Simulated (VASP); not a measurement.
AgCl, 2 atoms in the cell. It takes space group Fm-3m (No. 225, cubic). The conventional cell has a = 5.546 Å, b = 5.546 Å, c = 5.546 Å, α = 90.00°, β = 90.00°, γ = 90.00°. Within 3.7 Å of Ag (site symmetry m-3m) lie 6 Cl at 2.77 Å. Cl (site symmetry m-3m) has 6 Ag at 2.77 Å within 3.7 Å. 

| Item | Value |
| --- | --- |
| Program | VASP 6.6.1 |
| Task | single point |
| Functional | PBE |
| Dispersion | D3(BJ) |
| Potentials or basis | VASP PAW PBE potentials, release 64 (Ag, Cl) |
| Cutoff | 520 eV |
| k mesh | 6 × 6 × 6 |
| Occupations | gaussian, width 0.1 eV |
| Spin | no spin polarisation |
| Dipole correction | no |
| Further INCAR settings | ALGO = Normal; EDIFF = 1e-07; NBANDS = 16 |

Potentials or basis: VASP PAW PBE potentials, release 64 (Ag, Cl).

The run is started by

```console
$ cat potpaw_PBE.64/Ag/POTCAR potpaw_PBE.64/Cl/POTCAR > POTCAR
$ mpirun -np 1 vasp_std > vasp.out
```

Hardware: 1 thread of AMD EPYC 9R45 96-Core Processor (Zen 5) (shared host).

Question: How long does it take, and how much memory?

Answer: It took 5.8 s on 1 thread of AMD EPYC 9R45 96-Core Processor (Zen 5) (shared host), peak memory 0.15 GiB. Counts: scf iterations 14, k points 16.
